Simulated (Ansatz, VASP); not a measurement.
Bi in VASP and in Ansatz

```
Bi
1.0
    -1.98143    1.98143    1.98143
     1.98143   -1.98143    1.98143
     1.98143    1.98143   -1.98143
Bi
1
Direct
  0.00000 0.00000 0.00000
```

Alike in both runs: task single point; functional PBE0; k mesh 6 × 6 × 6; occupations fermi-dirac, width 0.05 eV; no spin polarisation.

|  | VASP | Ansatz |
| --- | --- | --- |
| version | VASP 6.6.1 | Ansatz 0.2.0 |
| potentials or method | VASP PAW PBE potentials, release 64 (Bi_d) | Ansatz PAW |
| plane-wave cutoff (eV) | 520 | 420 |
| valence electrons in the cell | 15 | 15 |

```tsv
	VASP	Ansatz	Ansatz less VASP
gap on the k mesh at the Fermi level (eV)	none	none	-
pressure (GPa)	-0.8	-0.6	+0.15
```

A gap of «none» marks a metal or a gap that the smearing closes.

The k mesh is coarse, so the values compare programs but aren't converged. Neither program's run includes spin-orbit coupling.
